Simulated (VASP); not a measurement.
# NbTl4 (Im-3m) in VASP: a series of runs

NbTl4 is run at these levels: PBE; tasks: single point, relaxation of cell and atoms.

Everything below comes from runs of VASP 6.6.1. Logs are shortened: lines on timing, memory, paths and dates and some standing lists are left out, and cuts for length are marked.

## 1. The cell of the first run

It takes space group Im-3m (No. 229, cubic). Conventional cell: a = 6.727 Å, b = 6.727 Å, c = 6.727 Å, α = 90.00°, β = 90.00°, γ = 90.00°. Within 3.8 Å of Nb (site symmetry m-3m) lie 8 Tl at 2.91 Å. Within 3.8 Å of Tl (site symmetry -3m) lie 2 Nb at 2.91 Å and 6 Tl at 3.36 Å.

## 2. Single point, PBE

The input, INCAR:

```
PREC = Accurate
ENCUT = 520
EDIFF = 1E-7
ISMEAR = 0
SIGMA = 0.1
LREAL = False
LASPH = True
NELM = 100
ALGO = Normal
ISIF = 2
LWAVE = False
LCHARG = False
GGA = PE
NBANDS = 40
```

The input, KPOINTS:

```
regular mesh
0
Gamma
  8 8 8
```

The input, POSCAR:

```
NbTl4
1.0
   -3.3634039361      3.3634039361      3.3634039361
    3.3634039361     -3.3634039361      3.3634039361
    3.3634039361      3.3634039361     -3.3634039361
Nb Tl
1 4
Direct
    0.0000000000      0.0000000000      0.0000000000
    0.0000000000      0.0000000000      0.5000000000
    0.5000000000      0.0000000000      0.0000000000
    0.5000000000      0.5000000000      0.5000000000
    0.0000000000      0.5000000000      0.0000000000
```

Potentials or basis: VASP PAW PBE potentials, release 64 (Nb_sv, Tl_d).

The run is started by

```
cat potpaw_PBE.64/Nb_sv/POTCAR potpaw_PBE.64/Tl_d/POTCAR > POTCAR
mpirun -np 1 vasp_std > vasp.out
```

OUTCAR:

```text
PREC = Accurate
   ENCUT = 520
   EDIFF = 1E-7
   ISMEAR = 0
   LREAL = False
   LASPH = True
   NELM = 100
   ISIF = 2
   GGA = PE

 ion  position               nearest neighbor table
   1  0.000  0.000  0.000-   2 2.91   3 2.91   4 2.91   5 2.91   2 2.91   5 2.91   3 2.91   4 2.91

   2  0.000  0.000  0.500-   1 2.91   1 2.91   4 3.36   5 3.36   3 3.36   5 3.36   3 3.36   4 3.36

   3  0.500  0.000  0.000-   1 2.91   1 2.91   4 3.36   5 3.36   4 3.36   2 3.36   2 3.36   5 3.36

   4  0.500  0.500  0.500-   1 2.91   1 2.91   3 3.36   5 3.36   3 3.36   5 3.36   2 3.36   2 3.36

   5  0.000  0.500  0.000-   1 2.91   1 2.91   3 3.36   4 3.36   2 3.36   2 3.36   4 3.36   3 3.36

  LATTYP: Found a body centered cubic cell.
 ALAT       =     6.7268078722

  Lattice vectors:

 A1 = (  -3.3634039361,   3.3634039361,   3.3634039361)
 A2 = (   3.3634039361,  -3.3634039361,   3.3634039361)
 A3 = (   3.3634039361,   3.3634039361,  -3.3634039361)

Analysis of symmetry for initial positions (statically):
=====================================================================
 Subroutine PRICEL returns:
 Original cell was already a primitive cell.

 Routine SETGRP: Setting up the symmetry group for a
 body centered cubic supercell.

 Subroutine GETGRP returns: Found 48 space group operations
 (whereof 48 operations were pure point group operations)
 out of a pool of 48 trial point group operations.

The static configuration has the point symmetry O_h .

Analysis of symmetry for dynamics (positions and initial velocities):
=====================================================================
 Subroutine PRICEL returns:
 Original cell was already a primitive cell.

 Routine SETGRP: Setting up the symmetry group for a
 body centered cubic supercell.

 Subroutine GETGRP returns: Found 48 space group operations
 (whereof 48 operations were pure point group operations)
 out of a pool of 48 trial point group operations.

The dynamic configuration has the point symmetry O_h .

 Subroutine INISYM returns: Found 48 space group operations
 (whereof 48 operations are pure point group operations),
 and found     1 'primitive' translations

----------------------------------------------------------------------------------------

                                     Primitive cell

  volume of cell :     152.1938

  direct lattice vectors                    reciprocal lattice vectors
    -3.363403936  3.363403936  3.363403936     0.000000000  0.148658921  0.148658921
     3.363403936 -3.363403936  3.363403936     0.148658921  0.000000000  0.148658921
     3.363403936  3.363403936 -3.363403936     0.148658921  0.148658921  0.000000000

  length of vectors
     5.825586504  5.825586504  5.825586504     0.210235462  0.210235462  0.210235462

  position of ions in fractional coordinates (direct lattice)
     0.000000000  0.000000000  0.000000000
     0.000000000  0.000000000  0.500000000
     0.500000000  0.000000000  0.000000000
     0.500000000  0.500000000  0.500000000
     0.000000000  0.500000000  0.000000000

  ion indices of the primitive-cell ions
   primitive index   ion index
                 1           1
                 2           2
                 3           3
                 4           4
                 5           5

----------------------------------------------------------------------------------------

 KPOINTS: regular mesh

Automatic generation of k-mesh.
 Grid dimensions read from file:
 generate k-points for:    8    8    8

 Generating k-lattice:

  Cartesian coordinates                     Fractional coordinates (reciprocal lattice)
     0.000000000  0.018582365  0.018582365     0.125000000  0.000000000  0.000000000
     0.018582365  0.000000000  0.018582365     0.000000000  0.125000000  0.000000000
     0.018582365  0.018582365  0.000000000     0.000000000  0.000000000  0.125000000

  Length of vectors
     0.026279433  0.026279433  0.026279433

  Shift w.r.t. Gamma in fractional coordinates (k-lattice)
     0.000000000  0.000000000  0.000000000

 Subroutine IBZKPT returns following result:
 ===========================================

 Found     29 irreducible k-points:

 Following reciprocal coordinates:
            Coordinates               Weight
  0.000000  0.000000  0.000000      1.000000
  0.125000  0.000000  0.000000     12.000000
  0.250000  0.000000  0.000000     12.000000
  0.375000  0.000000  0.000000     12.000000
  0.500000  0.000000  0.000000      6.000000
  0.125000  0.125000  0.000000     24.000000
[... 16 lines left out ...]
 -0.250000  0.250000  0.250000      6.000000
 -0.375000  0.375000  0.250000     24.000000
 [... further k-points ...]
   k-points           NKPTS =     29   k-points in BZ     NKDIM =     29   number of bands    NBANDS=     40
   number of dos      NEDOS =    301   number of ions     NIONS =      5
   total plane-waves  NPLWV = 110592
   dimension x,y,z NGX =    48 NGY =   48 NGZ =   48
   dimension x,y,z NGXF=    96 NGYF=   96 NGZF=   96
   ions per type =               1   4
   NGX,Y,Z   is equivalent  to a cutoff of  13.70, 13.70, 13.70 a.u.
   NGXF,Y,Z  is equivalent  to a cutoff of  27.40, 27.40, 27.40 a.u.
 SYSTEM =  unknown system
   PREC   = accura    normal or accurate (medium, high low for compatibility)
   ISTART =      0    job   : 0-new  1-cont  2-samecut
   ICHARG =      2    charge: 1-file 2-atom 10-const
   ISPIN  =      1    spin polarized calculation?
   LNONCOLLINEAR =      F non collinear calculations
   LSORBIT =      F    spin-orbit coupling
   LASPH  =      T    aspherical Exc in radial PAW
   ENCUT  =  520.0 eV  38.22 Ry    6.18 a.u.  10.83 10.83 10.83*2*pi/ulx,y,z
   NELM   =    100;   NELMIN=  2; NELMDL= -5     # of ELM steps
   EDIFF  = 0.1E-06   stopping-criterion for ELM
   LREAL  =      F    real-space projection
   EDIFFG = 0.1E-05   stopping-criterion for IOM
   NSW    =      0    number of steps for IOM
   IBRION =     -1    ionic relax: 0-MD 1-quasi-New 2-CG
   NFREE  =      0    steps in history (QN), initial steepest desc. (CG)
   ISIF   =      2    stress and relaxation
   ISYM   =      2    0-nonsym 1-usesym 2-fastsym
   POTIM  = 0.5000    time-step for ionic-motion
   TEBEG  =    0.0;   TEEND  =   0.0 temperature during run
   PSTRESS=    0.0 pullay stress
   NELECT =      65.0000    total number of electrons
   NUPDOWN=      -1.0000    fix difference up-down
   EMIN   =  10.00;   EMAX   =-10.00  energy-range for DOS
   EFERMI =   0.00;   METHOD = LEGACY
   ISMEAR =     0;   SIGMA  =   0.10  broadening in eV -4-tet -1-fermi 0-gaus
   EFERMI_NEDOS =   21; number of points for ismear=-14 and -15
   IALGO  =     38    algorithm
   IMIX   =      4    mixing-type and parameters
     AMIX     =   0.40;   BMIX     =  1.00
     AMIX_MAG =   1.60;   BMIX_MAG =  1.00
  volume/ion in A,a.u.               =      30.44       205.41
  Fermi-wavevector in a.u.,A,eV,Ry     =   1.232860  2.329767 20.680074  1.519943
  Thomas-Fermi vector in A             =   2.367613
   LORBIT       =      0    0 simple, 1 ext, 2 COOP (PROOUT), +10 PAW based schemes
   GGA     = PE    functional components
   LHFCALC =     F    Hartree Fock is set to
   AEXX    =    0.0000 exact exchange contribution
   IVDW    =     0    specifies the selected vdW correction
   LEPSILON=     F    determine dielectric tensor
   LRPA    =     F    only Hartree local field effects (RPA)
 non-spin polarized calculation
 Gauss-broadening in eV      SIGMA  =   0.10
  energy-cutoff  :      520.00
  volume of cell :      152.19
 maximum number of plane-waves:      4124
 NGX is ok and might be reduce to    48
   NGX = 21   NGY = 21   NGZ = 21

 number of electron      65.0000014 magnetization

 Free energy of the ion-electron system (eV)
  ---------------------------------------------------
  ext. energy  EPLUGINS =         0.00000000
  ---------------------------------------------------
  free energy    TOTEN  =       -17.75408530 eV

  energy without entropy =      -17.72500552  energy(sigma->0) =      -17.73954541

 E-fermi :   5.3975     XC(G=0):  -9.6488

 val. band max:        5.3837625329   @ k =   0.3750   0.1250   0.0000
 cond. band min:       5.4030254666   @ k =   0.5000   0.0000   0.0000
 fundamental gap:      0.0192629337
 Fermi energy:         5.3974588849

 k-point     1 :       0.0000    0.0000    0.0000
  band No.  band energies     occupation
      1     -49.2750      2.00000
      2     -25.3536      2.00000
      3     -25.3536      2.00000
      4     -25.3536      2.00000
      5      -6.0759      2.00000
      6      -6.0759      2.00000
[... 32 lines left out ...]
     39       8.1551      0.00000
     40       9.9896      0.00000

 k-point     2 :       0.1250    0.0000    0.0000
  band No.  band energies     occupation
      1     -49.2750      2.00000
      2     -25.3548      2.00000
      3     -25.3542      2.00000
      4     -25.3536      2.00000
      5      -6.0629      2.00000
      6      -6.0456      2.00000
[... 32 lines left out ...]
     39       8.2723      0.00000
     40      10.3393      0.00000

 k-point     3 :       0.2500    0.0000    0.0000
  band No.  band energies     occupation
      1     -49.2749      2.00000
      2     -25.3576      2.00000
      3     -25.3556      2.00000
      4     -25.3537      2.00000
      5      -6.0283      2.00000
      6      -5.9578      2.00000
[... 32 lines left out ...]
     39       8.4439      0.00000
     40       9.9903      0.00000

 k-point     4 :       0.3750    0.0000    0.0000
  band No.  band energies     occupation
      1     -49.2748      2.00000
      2     -25.3604      2.00000
      3     -25.3571      2.00000
      4     -25.3538      2.00000
      5      -5.9831      2.00000
      6      -5.9009      2.00000
[... 32 lines left out ...]
     39       9.0174      0.00000
     40       9.4416      0.00000
[... 772 lines left out ...]
     39       8.5497      0.00000
     40       8.5497      0.00000

 k-point    23 :      -0.2500    0.2500    0.2500
  band No.  band energies     occupation
      1     -49.2748      2.00000
      2     -25.3577      2.00000
      3     -25.3577      2.00000
      4     -25.3577      2.00000
      5      -6.0446      2.00000
      6      -5.8929      2.00000
[... 32 lines left out ...]
     39      10.0056      0.00000
     40      10.0056      0.00000

 k-point    24 :      -0.3750    0.3750    0.2500
  band No.  band energies     occupation
      1     -49.2747      2.00000
      2     -25.3605      2.00000
      3     -25.3592      2.00000
      4     -25.3578      2.00000
      5      -6.0190      2.00000
      6      -5.9282      2.00000
[... 32 lines left out ...]
     39      10.5431      0.00000
     40      10.8407      0.00000

 [... further k-points ...]
[... 5 lines left out ...]
  --------------------------------------------------------------------------------------
  -------------------------------------------------------------------------------------
  Total       -0.0903991     -0.0903991     -0.0903991      0.0000000     -0.0000000      0.0000000
  in kB       -0.9516510     -0.9516510     -0.9516510      0.0000000     -0.0000000      0.0000000
  external PRESSURE =      -0.9516510 kB  Pullay stress =       0.0000000 kB

 VOLUME and BASIS-vectors are now :
 -----------------------------------------------------------------------------
  energy-cutoff  :      520.00
  volume of cell :      152.19
      direct lattice vectors                 reciprocal lattice vectors
    -3.363403936  3.363403936  3.363403936     0.000000000  0.148658921  0.148658921
     3.363403936 -3.363403936  3.363403936     0.148658921  0.000000000  0.148658921
     3.363403936  3.363403936 -3.363403936     0.148658921  0.148658921  0.000000000

 POSITION                                       TOTAL-FORCE (eV/Angst)
 -----------------------------------------------------------------------------------
      0.00000      0.00000      0.00000        -0.000000      0.000000     -0.000000
      1.68170      1.68170     -1.68170        -0.000000      0.000000      0.000000
     -1.68170      1.68170      1.68170         0.000000     -0.000000     -0.000000
      1.68170      1.68170      1.68170        -0.000000      0.000000      0.000000
      1.68170     -1.68170      1.68170         0.000000     -0.000000      0.000000
 -----------------------------------------------------------------------------------
    total drift:                                0.000000      0.000000     -0.000000

  FREE ENERGIE OF THE ION-ELECTRON SYSTEM (eV)
  ---------------------------------------------------
  free  energy   TOTEN  =       -17.7540853033 eV

  energy  without entropy=      -17.7250055210  energy(sigma->0) =      -17.73954541
```

Run time: 2.4 min. Hardware: 1 thread of AMD EPYC 9R45 (Zen 5), shared host; peak memory 0.37 GiB.

What came out:

```
Free energy : -17.7541 eV
Pressure    : -0.1 GPa
```

Caveat: spin-orbit coupling is left out, which moves the levels of the heavy elements.

## 3. Relaxation of cell and atoms, PBE

This run uses another cell than the first one, of 30.61 Å³/atom, 1.006 times its volume.

The input, INCAR:

```
SYSTEM = NbTl4
PREC = Accurate
ENCUT = 600
EDIFF = 1E-6
ISMEAR = 0
SIGMA = 0.1
LREAL = .False.
LASPH = .True.
NELM = 100
ALGO = Normal
ISIF = 3
LWAVE = .False.
LCHARG = .False.
GGA = PE
IBRION = 2
NSW = 100
EDIFFG = -0.01
```

The input, KPOINTS:

```
regular mesh
0
Gamma
  8 8 8
  0 0 0
```

POSCAR, as its differences from that of step 2:

```diff
@@ -2,5 +2,5 @@
 1.0
-   -3.3634039361      3.3634039361      3.3634039361
-    3.3634039361     -3.3634039361      3.3634039361
-    3.3634039361      3.3634039361     -3.3634039361
+   -3.3696294235      3.3696294235      3.3696294235
+    3.3696294235     -3.3696294235      3.3696294235
+    3.3696294235      3.3696294235     -3.3696294235
 Nb Tl
```

Potentials or basis: VASP PAW PBE potentials, release 64 (Nb_sv, Tl_d).

The run is started by

```
cat potpaw_PBE.64/Nb_sv/POTCAR potpaw_PBE.64/Tl_d/POTCAR > POTCAR
mpirun -np 1 vasp_std > vasp.out
```

It took 5.2 min on 1 thread of AMD EPYC 9R45 (Zen 5), shared host; peak memory 0.42 GiB.

The run converged. Its results:

| Property | Result |
| --- | --- |
| Free energy | -17.7539 eV |
| Relaxed volume | 30.41 Å³/atom |
| Relaxed cell | a = 5.824 Å, b = 5.824 Å, c = 5.824 Å, α = 109.47°, β = 109.47°, γ = 109.47° |
| Space group after relaxing (to 0.05 Å) | Im-3m (No. 229) |
| Energy gained by relaxing | 0.2 meV/atom |
| Ionic steps | 3 |
| Pressure after relaxing | 0.0 GPa |

Step by step:
```csv
step,energy change (eV),largest force (eV/Å),pressure (GPa),volume (Å³)
1,0.0000,0.0000,-0.30,153.04
2,-0.0009,0.0000,0.08,151.79
3,-0.0009,0.0000,0.00,152.04
```

Final structure:
```yaml
crystal:
  lattice:
    - [-3.36225, 3.36225, 3.36225]
    - [3.36225, -3.36225, 3.36225]
    - [3.36225, 3.36225, -3.36225]
  atoms:
    - { symbol: Nb, position: [0.00000, 0.00000, 0.00000] }
    - { symbol: Tl, position: [0.00000, 0.00000, 0.50000] }
    - { symbol: Tl, position: [0.50000, 0.00000, 0.00000] }
    - { symbol: Tl, position: [0.50000, 0.50000, 0.50000] }
    - { symbol: Tl, position: [0.00000, 0.50000, 0.00000] }
```

Levels at points of the mesh, in eV from the Fermi level:
```
           k point  band 29  band 30  band 31  band 32  band 33  band 34  band 35  band 36  band 37  band 38
(0.00, 0.00, 0.00)    -0.44    -0.44    -0.44     0.05     0.05     0.05     0.75     0.75     2.76     2.76
(0.50, 0.00, 0.00)    -1.85    -0.61    -0.57    -0.21     0.01     1.96     2.19     2.28     2.49     3.66
(0.50, 0.50, 0.50)    -2.61    -2.61    -1.61    -1.09    -1.09    -1.09     1.80     1.80     4.07     4.07
```

Caveat: spin-orbit coupling is left out, which moves the levels of the heavy elements.

## 4. Single point, PBE

This run uses another cell than the first one, of 30.61 Å³/atom, 1.006 times its volume.

The input, INCAR:

```
ALGO     = Normal         # electronic algorithm
EDIFF    = 1E-6           # SCF threshold, eV
ENCUT    = 520            # plane-wave cutoff, eV
GGA      = PE             # functional
ISIF     = 2              # what is computed and relaxed
ISMEAR   = 0              # smearing method
LASPH    = T              # aspherical terms in the spheres
LCHARG   = F              # write CHGCAR
LREAL    = F              # projectors in reciprocal space
LWAVE    = F              # write WAVECAR
NBANDS   = 40             # bands
NELM     = 100            # most SCF steps
PREC     = Accurate       # precision mode
SIGMA    = 0.1            # smearing width, eV
```

The input, KPOINTS:

```
k-points
0
Gamma
  4 4 4
```

POSCAR is that of step 3.

The run is started by

```
cat potpaw_PBE.64/Nb_sv/POTCAR potpaw_PBE.64/Tl_d/POTCAR > POTCAR
mpirun -np 1 vasp_std > vasp.out
```

Run time: 44 s. Hardware: 1 thread of AMD EPYC 9R45 (Zen 5), shared host; peak memory 0.29 GiB.

Results (log left out):

- Free energy: -17.7364 eV
- Pressure: -0.5 GPa

Levels at points of the mesh, in eV from the Fermi level:
```tsv
k point	band 29	band 30	band 31	band 32	band 33	band 34	band 35	band 36
(0.00, 0.00, 0.00)	-0.44	-0.44	-0.44	0.07	0.07	0.07	0.74	0.74
(0.50, 0.00, 0.00)	-1.84	-0.60	-0.58	-0.21	0.01	1.95	2.19	2.27
(0.50, 0.50, 0.50)	-2.58	-2.58	-1.65	-1.08	-1.08	-1.08	1.79	1.79
```

Caveat: spin-orbit coupling is left out, which moves the levels of the heavy elements.

## 5. The runs side by side

| task | cell | k mesh | cutoff (eV) | gap on the mesh (eV) | pressure (GPa) |
| --- | --- | --- | --- | --- | --- |
| single point | a = 5.826 Å, angles 109.5°, 5 atoms | 8 × 8 × 8 | 520 | none | -0.1 |
| relaxation of cell and atoms | relaxed from a = 5.836 Å, angles 109.5°, 5 atoms | 8 × 8 × 8 | 600 | none | 0.0 |
| single point | a = 5.836 Å, angles 109.5°, 5 atoms | 4 × 4 × 4 | 520 | none | -0.5 |

Alike in all rows: level PBE; potentials or basis VASP PAW PBE potentials, release 64 (Nb_sv, Tl_d); no spin polarisation; smearing gaussian 0.1 eV.

Caveats: spin-orbit coupling is left out, which moves the levels of the heavy elements.

Total energies depend on the potentials used, so only differences within one code and one set of settings carry meaning.
